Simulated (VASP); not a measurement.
# In: electric field gradients with PBE

In:

```
In
1.0
     1.70238    0.98287    8.36843
    -1.70238    0.98287    8.36843
     0.00000   -1.96574    8.36843
In
3
Direct
  0.00000 0.00000 0.00000
  0.77801 0.77801 0.77801
  0.22199 0.22199 0.22199
```

```yaml
Program: VASP 6.6.1
Task: electric field gradients
Functional: PBE
Potentials_or_basis: VASP PAW PBE potentials, release 64 (In_d)
Cutoff: 520 eV
k_mesh: 14 × 14 × 14
Occupations: fermi-dirac, width 0.05 eV
Spin: no spin polarisation
Dipole_correction: no
Further_INCAR_settings: ALGO = Normal; EDIFF = 1e-08; NBANDS = 26
```

| Quantity | Value |
| --- | --- |
| Pressure | -0.5 GPa |
| Band gap on the k mesh | zero (an odd number of electrons rules out a gap without spin polarisation) |
| Largest electric field gradient by atom | In +2.6, -4.3 (each value once) V/Å² |

Stress tensor (GPa, compression positive):
```
-0.57  0.00  0.00
 0.00 -0.57  0.00
 0.00  0.00 -0.40
```

Levels at points of the mesh, in eV from the Fermi level:
```
           k point  band 16  band 17  band 18  band 19  band 20  band 21  band 22  band 23
(0.00, 0.00, 0.00)    -9.11    -6.79    -6.77     0.44     0.46     8.31     8.31     8.38
(0.50, 0.00, 0.00)    -4.68    -4.03    -3.06    -2.56    -1.07    -1.06     3.12     3.86
(0.50, 0.50, 0.00)    -4.43    -4.16    -3.43    -2.82    -0.43    -0.38     1.84     3.21
(0.50, 0.50, 0.50)    -8.55    -8.53    -4.35    -3.12     5.50     5.54     7.91     7.91
```

Electric field gradients, principal values (V/Å²):
| atom | least | middle | greatest (by size) |
| --- | --- | --- | --- |
| 1 In | -1.278 | -1.278 | 2.556 |
| 2 In | 2.159 | 2.159 | -4.319 |
| 3 In | 2.159 | 2.159 | -4.319 |

Wall time 49 min on 1 thread of Oxide Virtual Turin-like Processor, with other jobs on the host, peak memory 0.79 GiB.

Caveat: without QUAD_EFG the Cq values of the log hold for a quadrupole moment of 1 mb, not for the nuclei; spin-orbit coupling is left out, which moves the levels of the heavy elements.
